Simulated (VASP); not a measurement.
Write the native input for VASP 6.6.1 that does the following.

- Task: single point
- Functional: PBE
- Dispersion: D3(BJ)
- Potentials or basis: VASP PAW PBE potentials, release 64 (O, H, S)
- Cutoff: 520 eV
- k mesh: 1 × 1 × 1
- Occupations: fermi-dirac, width 0.02 eV
- Spin: no spin polarisation
- Dipole correction: no
- Further INCAR settings: LREAL = Auto; ALGO = Normal; EDIFF = 1e-06; NBANDS = 66

The structure of H22SO10 lies in POSCAR:

```
H22SO10
1.0
    7.7639360000      0.0000000000      0.0000000000
    0.0000000000      7.7639360000      0.0000000000
    0.0000000000      0.0000000000      7.7639360000
O H S
10 22 1
Direct
    0.5337370117     -0.0424526941      0.9426275539
    0.8772741043      0.8217739044      0.9959896630
    0.8962979602      1.0125663066      0.3831175321
    1.0775333542      0.2047415126      0.6105408391
    0.0854334709      0.2577429798      0.1917970473
    0.8643940393      0.4594705572     -0.0065301929
    0.3502089662      0.6080549865      0.4223115698
    0.4191945941      0.2258390590      0.5674055015
    0.1773327343      1.0280739048      0.9618961310
    0.5263696146      0.9791296579      0.3498483244
    0.5882068064     -0.1379454957      0.8837785371
    0.6073079428      0.0413063683      1.0048897879
    0.7750965490      0.8416736047      0.9242734613
    0.8758959373      0.6877181883      1.0367937088
    0.9546446545      0.9026735924      0.3300001443
    0.7826571471      0.9899875527      0.3869944317
    0.9928340471      0.2728641761      0.6797454281
    0.9786144553      0.0993310609      0.5486778871
    0.1284142476      0.1532212527      0.1464720987
    0.0116178186      0.2170548547      0.2770115570
    0.9653351084      0.3911418126      0.0609484674
    0.8794508352      0.5081829629     -0.1211112508
    0.3271407698      0.6630528639      0.3117748523
    0.3084389155      0.4876650194      0.4262915099
    0.2926350758      0.2436393087      0.5823077367
    0.4539707695      0.1185609979      0.6271690029
    0.2568156152      1.0463635970      0.8734487250
    0.0653663297      0.9678080808      0.9392916170
    0.4405368617      1.0859826768      0.3807604803
    0.5325262856      0.9683876838      0.2299091595
    0.4680873207      0.5668645388      0.6811879954
    0.6035212037      0.4076154157      0.6894698771
    0.6338923968      0.5555816019      0.7583009443
```

One way to write it, as run:

INCAR

```
PREC = Accurate
ENCUT = 520
EDIFF = 1E-6
ISMEAR = -1
SIGMA = 0.02
LREAL = Auto
LASPH = T
NELM = 120
ALGO = Normal
ISIF = 2
LWAVE = F
LCHARG = F
GGA = PE
IVDW = 12
NBANDS = 66
GGA_COMPAT = F
```

KPOINTS

```
regular mesh
0
Gamma
  1 1 1
```

Potentials or basis: VASP PAW PBE potentials, release 64 (O, H, S).

Run with:

```console
$ cat potpaw_PBE.64/O/POTCAR potpaw_PBE.64/H/POTCAR potpaw_PBE.64/S/POTCAR > POTCAR
$ mpirun -np 1 vasp_gam > vasp.out
```

Results of the run:

```yaml
Pressure: -0.8 GPa
Largest_force: 6.541 eV/Å
Band_gap_on_the_k_mesh: 3.35 eV
Dispersion_energy_per_atom: -0.028 eV
```

Caveat: the k points lie up to 0.81 Å⁻¹ apart.

Run time: 42 s on 1 thread of Intel(R) Xeon(R) Platinum 8559C (Emerald Rapids) (shared host), peak memory 0.43 GiB.
